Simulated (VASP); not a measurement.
# CdS (zincblende type) (F-43m) in VASP: notebook

The runs below take CdS (zincblende type) through relaxation of cell and atoms, with PBE.

Everything below comes from runs of VASP 6.6.1. Logs are shortened: lines on timing, memory, paths and dates and some standing lists are left out, and cuts for length are marked.

## 1. The cell of the first run

It takes space group F-43m (No. 216, cubic). Conventional cell: a = 5.026 Å, b = 5.026 Å, c = 5.026 Å, α = 90.00°, β = 90.00°, γ = 90.00°. Within 2.9 Å of Cd (site symmetry -43m) lie 4 S at 2.18 Å. Within 2.9 Å of S (site symmetry -43m) lie 4 Cd at 2.18 Å.

## 2. Relaxation of cell and atoms, PBE, target pressure 59 GPa, at which the enthalpy is minimised

INCAR

```
SYSTEM = CdS
ALGO = Normal
EDIFF = 1E-6
EDIFFG = -0.005
ENCUT = 600
GGA = PE
IBRION = 2
ISIF = 3
ISMEAR = -1
LASPH = .TRUE.
LCHARG = .FALSE.
LREAL = .FALSE.
LWAVE = .FALSE.
NELM = 100
NSW = 60
PREC = Accurate
PSTRESS = 590.0
SIGMA = 0.08
```

KPOINTS

```
k-points
0
G
  13 13 13
  0 0 0
```

POSCAR

```
CdS
1.0
    0.0000000000      2.5131277772      2.5131277772
    2.5131277772      0.0000000000      2.5131277772
    2.5131277772      2.5131277772      0.0000000000
Cd S
1 1
Direct
    0.0000000000      0.0000000000      0.0000000000
    0.2500000000      0.2500000000      0.2500000000
```

Potentials or basis: VASP PAW PBE potentials, release 64 (Cd, S).

Launch:

```
$ cat potpaw_PBE.64/Cd/POTCAR potpaw_PBE.64/S/POTCAR > POTCAR
$ mpirun -np 1 vasp_std > vasp.out
```

OUTCAR:

```text
SYSTEM = CdS
   EDIFF = 1E-6
   EDIFFG = -0.005
   ENCUT = 600
   GGA = PE
   IBRION = 2
   ISIF = 3
   ISMEAR = -1
   LASPH = .TRUE.
   LREAL = .FALSE.
   NELM = 100
   NSW = 60
   PREC = Accurate
   PSTRESS = 590.0

 ion  position               nearest neighbor table
   1  0.000  0.000  0.000-   2 2.18   2 2.18   2 2.18   2 2.18
   2  0.250  0.250  0.250-   1 2.18   1 2.18   1 2.18   1 2.18

  LATTYP: Found a face centered cubic cell.
 ALAT       =     5.0262555544

  Lattice vectors:

 A1 = (   0.0000000000,   2.5131277772,   2.5131277772)
 A2 = (   2.5131277772,   0.0000000000,   2.5131277772)
 A3 = (   2.5131277772,   2.5131277772,   0.0000000000)

Analysis of symmetry for initial positions (statically):
=====================================================================
 Subroutine PRICEL returns:
 Original cell was already a primitive cell.

 Routine SETGRP: Setting up the symmetry group for a
 face centered cubic supercell.

 Subroutine GETGRP returns: Found 24 space group operations
 (whereof 24 operations were pure point group operations)
 out of a pool of 48 trial point group operations.

The static configuration has the point symmetry T_d .

Analysis of symmetry for dynamics (positions and initial velocities):
=====================================================================
 Subroutine PRICEL returns:
 Original cell was already a primitive cell.

 Routine SETGRP: Setting up the symmetry group for a
 face centered cubic supercell.

 Subroutine GETGRP returns: Found 24 space group operations
 (whereof 24 operations were pure point group operations)
 out of a pool of 48 trial point group operations.

The dynamic configuration has the point symmetry T_d .

 Subroutine INISYM returns: Found 24 space group operations
 (whereof 24 operations are pure point group operations),
 and found     1 'primitive' translations

----------------------------------------------------------------------------------------

                                     Primitive cell

  volume of cell :      31.7449

  direct lattice vectors                    reciprocal lattice vectors
     0.000000000  2.513127777  2.513127777    -0.198955264  0.198955264  0.198955264
     2.513127777  0.000000000  2.513127777     0.198955264 -0.198955264  0.198955264
     2.513127777  2.513127777  0.000000000     0.198955264  0.198955264 -0.198955264

  length of vectors
     3.554099386  3.554099386  3.554099386     0.344600625  0.344600625  0.344600625

  position of ions in fractional coordinates (direct lattice)
     0.000000000  0.000000000  0.000000000
     0.250000000  0.250000000  0.250000000
[... 100 lines left out ...]
  Thomas-Fermi vector in A             =   2.482130
   LORBIT       =      0    0 simple, 1 ext, 2 COOP (PROOUT), +10 PAW based schemes
   GGA     = PE    functional components
   LHFCALC =     F    Hartree Fock is set to
   AEXX    =    0.0000 exact exchange contribution
   IVDW    =     0    specifies the selected vdW correction
   LEPSILON=     F    determine dielectric tensor
   LRPA    =     F    only Hartree local field effects (RPA)
 conjugate gradient relaxation of ions
 non-spin polarized calculation
  energy-cutoff  :      600.00
  volume of cell :       31.74
 maximum number of plane-waves:      1072
   NGX = 15   NGY = 15   NGZ = 15

--------------------------------------- Ionic step        1  -------------------------------------------

 number of electron      17.9999996 magnetization

 Free energy of the ion-electron system (eV)
  ---------------------------------------------------
  ext. energy  EPLUGINS =         0.00000000
  ---------------------------------------------------
  free energy    TOTEN  =        -2.75677585 eV

  energy without entropy =       -2.75677580  energy(sigma->0) =       -2.75677582

------------------------ aborting loop because EDIFF is reached ----------------------------------------

  FORCE on cell =-STRESS in cart. coord.  units (eV):
  Direction    XX          YY          ZZ          XY          YZ          ZX
  --------------------------------------------------------------------------------------
  -------------------------------------------------------------------------------------
  Total       16.6072814     16.6072814     16.6072814      0.0000000      0.0000000      0.0000000
  in kB      838.1763863    838.1763863    838.1763863      0.0000000      0.0000000      0.0000000
  external PRESSURE =     248.1763863 kB  Pullay stress =     590.0000000 kB
[... 25 lines left out ...]
--------------------------------------- Ionic step        2  -------------------------------------------

 number of electron      18.0000008 magnetization

 E-fermi :   3.1506     XC(G=0):  -9.6783

 val. band max:        2.3394963041   @ k =   0.0000   0.0000   0.0000
 cond. band min:       3.7206390309   @ k =   0.0000   0.0000   0.0000
 fundamental gap:      1.3811427268
 Fermi energy:         3.1505717249

 k-point     1 :       0.0000    0.0000    0.0000
  band No.  band energies     occupation
      1     -10.7812      2.00000
      2      -5.8755      2.00000
      3      -5.8755      2.00000
      4      -5.8755      2.00000
      5      -5.2278      2.00000
      6      -5.2278      2.00000
      7       2.3395      1.99992
      8       2.3395      1.99992
      9       2.3395      1.99992
     10       3.7206      0.00161
     11       8.8255      0.00000
     12       8.8255      0.00000
     13       8.8255      0.00000
[... 439 lines left out ...]
  energy  without entropy=       -4.0186783944  energy(sigma->0) =       -4.01867844

  enthalpy is  TOTEN    =         8.7465909632 eV   P V=       12.7652694514

[... ionic steps 4 to 14 ...]

--------------------------------------- Ionic step       15  -------------------------------------------

 number of electron      18.0000004 magnetization

------------------------ aborting loop because EDIFF is reached ----------------------------------------
[... 71 lines left out ...]
--------------------------------------- Ionic step       17  -------------------------------------------

 number of electron      18.0000004 magnetization

 Free energy of the ion-electron system (eV)
  ---------------------------------------------------
  ext. energy  EPLUGINS =         0.00000000
  ---------------------------------------------------
  free energy    TOTEN  =        -3.90264697 eV

  energy without entropy =       -3.90264688  energy(sigma->0) =       -3.90264693

 E-fermi :   6.4005     XC(G=0): -10.9981

 val. band max:        5.4061858399   @ k =   0.0000   0.0000   0.0000
 cond. band min:       7.2025463768   @ k =   0.0000   0.0000   0.0000
 fundamental gap:      1.7963605369
 Fermi energy:         6.4005421999

 k-point     1 :       0.0000    0.0000    0.0000
  band No.  band energies     occupation
      1     -10.0652      2.00000
      2      -4.6626      2.00000
      3      -4.6626      2.00000
      4      -4.6626      2.00000
      5      -3.5052      2.00000
      6      -3.5052      2.00000
      7       5.4062      1.99999
      8       5.4062      1.99999
      9       5.4062      1.99999
     10       7.2025      0.00009
     11      11.4527      0.00000
     12      11.4527      0.00000
     13      11.4527      0.00000
[... 401 lines left out ...]
  energy  without entropy=       -3.9026468846  energy(sigma->0) =       -3.90264693

  enthalpy is  TOTEN    =         8.7439951000 eV   P V=       12.6466420719

 reached required accuracy - stopping structural energy minimisation
```

CONTCAR:

```text
CdS
   1.00000000000000
     0.0000000000000000    2.5798904651544605    2.5798904651544596
     2.5798904651544605   -0.0000000000000000    2.5798904651544596
     2.5798904651544605    2.5798904651544605   -0.0000000000000000
  Cd              S
     1     1
Direct
     0.0000000000000000    0.0000000000000000    0.0000000000000000
     0.2500000000000000    0.2500000000000000    0.2500000000000000

  0.00000000E+00  0.00000000E+00  0.00000000E+00
  0.00000000E+00  0.00000000E+00  0.00000000E+00
```

It took 3.8 min on 1 thread of Intel Xeon Platinum 8488C (Sapphire Rapids), shared host; peak memory 0.19 GiB.

What came out:

```yaml
Free_energy: -3.9026 eV
Relaxed_volume: 17.17 Å³/atom
Relaxed_cell: a = 3.649 Å, b = 3.649 Å, c = 3.649 Å, α = 60.00°, β = 60.00°, γ = 60.00°
Space_group_after_relaxing_to_0.05_Å: F-43m (No. 216)
Energy_change_on_relaxing_the_enthalpy_is_what_falls: -572.9 meV/atom
Ionic_steps: 17
Pressure_after_relaxing: 59.0 GPa
Band_gap_on_the_k_mesh: 1.80 eV, direct
```

Step by step:
| step | energy change (eV) | largest force (eV/Å) | pressure (GPa) | volume (Å³) |
| --- | --- | --- | --- | --- |
| 1 | 0.0000 | 0.0000 | 83.82 | 31.74 |
| 2 | -3.1167 | 0.0000 | 12.67 | 44.43 |
| 3 | -1.2619 | 0.0000 | 56.46 | 34.66 |
| 4 | -1.1535 | 0.0000 | 58.85 | 34.36 |
| 5 | -1.1337 | 0.0000 | 59.30 | 34.31 |
| 6 | -1.1343 | 0.0000 | 59.26 | 34.31 |
| 7 | -1.1362 | 0.0000 | 59.20 | 34.32 |
| 8 | -1.1362 | 0.0000 | 59.20 | 34.32 |
| 9 | -1.1363 | 0.0000 | 59.20 | 34.32 |
| 10 | -1.1364 | 0.0000 | 59.20 | 34.32 |
| 11 | -1.1366 | 0.0000 | 59.20 | 34.32 |
| 12 | -1.1371 | 0.0000 | 59.20 | 34.32 |
| 13 | -1.1380 | 0.0000 | 59.19 | 34.32 |
| 14 | -1.1399 | 0.0000 | 59.12 | 34.33 |
| 15 | -1.1436 | 0.0000 | 59.06 | 34.34 |
| 16 | -1.1511 | 0.0000 | 58.86 | 34.36 |
| 17 | -1.1459 | 0.0000 | 58.97 | 34.34 |

Final structure:
```
CELL_PARAMETERS angstrom
0.00000 2.57989 2.57989
2.57989 0.00000 2.57989
2.57989 2.57989 0.00000
ATOMIC_POSITIONS crystal
Cd 0.00000 0.00000 0.00000
S 0.25000 0.25000 0.25000
```

Levels at points of the mesh, in eV from the valence-band top:
| k point | band 7 | band 8 | band 9 | band 10 | band 11 | band 12 |
| --- | --- | --- | --- | --- | --- | --- |
| (0.00, 0.00, 0.00) | 0.00 | 0.00 | 0.00 | 1.80 | 6.05 | 6.05 |

Caveat: the cell is relaxed towards a set pressure, so the enthalpy falls and the energy may rise.

## 3. Relaxation of cell and atoms, PBE, target pressure 59 GPa, at which the enthalpy is minimised

This run uses another cell than the first one, of 17.07 Å³/atom, 1.075 times its volume.

INCAR

```
SYSTEM = CdS
  ALGO = Normal
  EDIFF = 1E-6
  EDIFFG = -0.005
  ENCUT = 600
  GGA = PE
  IBRION = 2
  ISIF = 3
  ISMEAR = -1
  LASPH = .True.
  LCHARG = .False.
  LREAL = .False.
  LWAVE = .False.
  NELM = 60
  NSW = 32
  PREC = Accurate
  PSTRESS = 590.0
  SIGMA = 0.08
```

KPOINTS

```
k-points
0
Gamma
  13 13 13
  0 0 0
```

POSCAR

```
CdS
1.0
    0.0000000000      2.5748059087      2.5748059087
    2.5748059087      0.0000000000      2.5748059087
    2.5748059087      2.5748059087      0.0000000000
Cd S
1 1
Direct
    0.0000000000      0.0000000000      0.0000000000
    0.2500000000      0.2500000000      0.2500000000
```

Potentials or basis: VASP PAW PBE potentials, release 64 (Cd, S).

Launch:

```
$ cat potpaw_PBE.64/Cd/POTCAR potpaw_PBE.64/S/POTCAR > POTCAR
$ mpirun -np 1 vasp_std > vasp.out
```

It took 92 s on 1 thread of Intel Xeon Platinum 8488C (Sapphire Rapids), shared host; peak memory 0.21 GiB.

Results (log left out):

```yaml
Free_energy: -3.9034 eV
Relaxed_volume: 17.17 Å³/atom
Relaxed_cell: a = 3.648 Å, b = 3.648 Å, c = 3.648 Å, α = 60.00°, β = 60.00°, γ = 60.00°
Space_group_after_relaxing_to_0.05_Å: F-43m (No. 216)
Energy_change_on_relaxing_the_enthalpy_is_what_falls: -37.5 meV/atom
Ionic_steps: 3
Pressure_after_relaxing: 59.0 GPa
Band_gap_on_the_k_mesh: 1.80 eV, direct
```

The path:
| step | energy change (eV) | largest force (eV/Å) | pressure (GPa) | volume (Å³) |
| --- | --- | --- | --- | --- |
| 1 | 0.0000 | 0.0000 | 60.64 | 34.14 |
| 2 | -0.3104 | 0.0000 | 53.85 | 35.01 |
| 3 | -0.0751 | 0.0000 | 59.04 | 34.34 |

Final structure:
```
CELL_PARAMETERS angstrom
0.00000 2.57985 2.57985
2.57985 0.00000 2.57985
2.57985 2.57985 0.00000
ATOMIC_POSITIONS crystal
Cd 0.00000 0.00000 0.00000
S 0.25000 0.25000 0.25000
```

Levels at points of the mesh, in eV from the valence-band top:
| k point | band 6 | band 7 | band 8 | band 9 | band 10 | band 11 | band 12 | band 13 |
| --- | --- | --- | --- | --- | --- | --- | --- | --- |
| (0.00, 0.00, 0.00) | -8.91 | 0.00 | 0.00 | 0.00 | 1.80 | 6.05 | 6.05 | 6.05 |

Caveat: the cell is relaxed towards a set pressure, so the enthalpy falls and the energy may rise.
